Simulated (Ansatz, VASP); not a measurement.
Two plane-wave programs on BeS

Contents of INCAR:

```
SYSTEM = BeS
  ALGO = Normal
  EDIFF = 1E-6
  ENCUT = 600
  GGA_COMPAT = .False.
  ISIF = 2
  ISMEAR = -1
  LASPH = .True.
  LCHARG = .False.
  LREAL = .False.
  LWAVE = .False.
  NBANDS = 11
  NELM = 120
  PREC = Accurate
  SIGMA = 0.08
```

KPOINTS

```
k-points
0
Gamma
  17 17 17
  0 0 0
```

POSCAR

```
BeS
1.0
    0.0000000000      1.9212167788      1.9212167788
    1.9212167788      0.0000000000      1.9212167788
    1.9212167788      1.9212167788      0.0000000000
Be S
1 1
Direct
    0.0000000000      0.0000000000      0.0000000000
    0.5000000000      0.5000000000      0.5000000000
```

Input for Ansatz:

```yaml
crystal:
  lattice:
    - [0.0, 1.9212167788, 1.9212167788]
    - [1.9212167788, 0.0, 1.9212167788]
    - [1.9212167788, 1.9212167788, 0.0]
  atoms:
    - { symbol: Be, position: [0.0, 0.0, 0.0] }
    - { symbol: S, position: [0.5, 0.5, 0.5] }
kpoints:
  mp_grid: { grid: [17, 17, 17] }
scf:
  occupations: { method: fermi_dirac, width: 0.08 }
hamiltonian:
  xc: lda
  pseudopotentials: { kind: paw }
output:
  forces: true
  stress: true
  eigenvalues: true
  populations: true
```

Change from the starting cell: volume scaled by 0.6, PAW files.

Alike in both runs: task single point; functional LDA; k mesh 17 × 17 × 17; occupations fermi-dirac, width 0.08 eV; no spin polarisation.

|  | VASP | Ansatz |
| --- | --- | --- |
| version | VASP 6.6.1 | Ansatz 0.2.0 |
| potentials or method | VASP PAW LDA potentials, release 64 (Be, S) | PAW with Ansatz's default frozen-core files, scalar-relativistic |
| plane-wave cutoff (eV) | 600 | 420 |
| valence electrons in the cell | 8 | 8 |

VASP gave:

| Item | Value |
| --- | --- |
| pressure (GPa) | 156.1 |

Estimate Ansatz's values.

pressure (GPa): 156.3.

LDA's correlation is that of Perdew and Zunger in VASP and of Perdew and Wang (1992) in Ansatz. Both programs put the cell under a high pressure, so it lies far from rest at this level.

Noted on VASP's run: the cell as given lies far from equilibrium.
